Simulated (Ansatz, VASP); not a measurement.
**BiPbCl5 in VASP and in Ansatz**

```
Bi Pb Cl
1.0
     4.70719    0.00000    0.00000
     0.00000    4.70719    0.00000
     0.00000    0.00000    8.05513
Bi Pb Cl
1 1 5
Direct
  0.00000 0.00000 0.50000
  0.50000 0.50000 0.00000
  0.00000 0.50000 0.29478
  0.00000 0.50000 0.70522
  0.50000 0.00000 0.29478
  0.50000 0.00000 0.70522
  0.00000 0.00000 0.00000
```

Change from the starting cell: species swapped into the TlSiPt5 type (P4/mmm, No. 123).

Alike in both runs: functional PBE; k mesh 6 × 6 × 4; occupations gaussian, width 0.02 eV; no spin polarisation.

Ansatz relaxed the structure, and its values are those at the end. VASP's run is a single point on that final structure, the one shown.

|  | VASP | Ansatz |
| --- | --- | --- |
| version | VASP 6.6.1 | Ansatz 0.2.0 |
| potentials or method | VASP PAW PBE potentials, release 64 (Bi_d, Pb_d, Cl), cutoff 520 eV | scalar-relativistic, plane waves, PAW |
| valence electrons in the cell | 64 | 64 |

|  | VASP | Ansatz | Ansatz less VASP |
| --- | --- | --- | --- |
| gap on the k mesh at the Fermi level (eV) | 1.81 | 1.80 | -0.009 |
| least direct gap on the mesh (eV) | 2.13 | 2.12 | -0.009 |
| pressure (GPa) | -0.1 | 0.0 | +0.09 |

The functional is the same, so the differences come from potentials, cutoffs and numerics.

Spin-orbit coupling is off throughout.
